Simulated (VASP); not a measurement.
CaO:

```
Ca O
1.0
     0.00000    2.40356    2.40356
     2.40356    0.00000    2.40356
     2.40356    2.40356    0.00000
Ca O
1 1
Direct
  0.00000 0.00000 0.00000
  0.50000 0.50000 0.50000
```

- Program: VASP 6.6.1
- Task: relaxation of cell and atoms
- Functional: revPBE
- Potentials or basis: VASP PAW PBE potentials, release 64 (Ca_sv, O)
- Cutoff: 600 eV
- k mesh: 10 × 10 × 10
- Occupations: fermi-dirac, width 0.05 eV
- Spin: no spin polarisation

At the start: pressure 4.9 GPa; volume 13.89 Å³/atom.

Problem. How do energy, volume and symmetry change on relaxing?

Solution. Over 3 steps the energy falls by 9.5 meV/atom and the volume is 14.53 Å³/atom (+4.7 %); space group Fm-3m (No. 225, to 0.05 Å).

The path:
```tsv
step	energy change (eV)	largest force (eV/Å)	pressure (GPa)	volume (Å³)
1	0.0000	0.0000	4.89	27.77
2	-0.0171	0.0000	-1.40	29.51
3	-0.0191	0.0000	0.01	29.07
```

Final structure:
```cif
data_structure
_symmetry_space_group_name_H-M 'P 1'
_symmetry_Int_Tables_number 1
_cell_length_a 3.4513
_cell_length_b 3.4513
_cell_length_c 3.4513
_cell_angle_alpha 60.000
_cell_angle_beta 60.000
_cell_angle_gamma 60.000
_cell_volume 29.07
loop_
_atom_site_label
_atom_site_type_symbol
_atom_site_fract_x
_atom_site_fract_y
_atom_site_fract_z
_atom_site_occupancy
Ca1 Ca 0.00000 0.00000 0.00000 1
O1 O 0.50000 0.50000 0.50000 1
```

Caveat: the PAW data sets were made with another functional, which shifts forces and pressure a little.
